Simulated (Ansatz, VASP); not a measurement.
## Two plane-wave programs on W3Se

```xyz
8
Lattice="5.8366 0.0000 0.0000 -2.9183 5.0546 0.0000 0.0000 0.0000 4.5942" Properties=species:S:1:pos:R:3 pbc="T T T"
W     2.9183    3.4862    1.1486
W    -1.5600    4.2704    3.4457
W     1.3583    0.7842    1.1486
W     0.0000    1.5684    3.4457
W     4.4783    0.7842    1.1486
W     1.5600    4.2704    3.4457
Se    0.0000    3.3697    1.1486
Se    2.9183    1.6849    3.4457
```

Alike in both runs: functional PBE; k mesh 6 × 6 × 8; occupations gaussian, width 0.1 eV; no spin polarisation.

Ansatz relaxed the structure, and its values are those at the end. VASP's run is a single point on that final structure, the one shown.

|  | VASP | Ansatz |
| --- | --- | --- |
| version | VASP 6.6.1 | Ansatz 0.2.0 |
| potentials or method | VASP PAW PBE potentials, release 64 (W_sv, Se), cutoff 520 eV | scalar-relativistic, plane waves, PAW |
| valence electrons in the cell | 96 | 116 |

VASP gave:

- gap on the k mesh at the Fermi level (eV): none
- pressure (GPa): 0.4
- rms of the force components (eV/Å): 0.011

Q: Which values does Ansatz return?

A: gap on the k mesh at the Fermi level (eV): none; pressure (GPa): 0.0; rms of the force components (eV/Å): 0.001.

A gap of «none» marks a metal or a gap that the smearing closes. VASP's potentials hold 96 valence electrons a cell and Ansatz's 116, so a difference there can come from the potentials and not from the codes.

Neither program's run includes spin-orbit coupling.
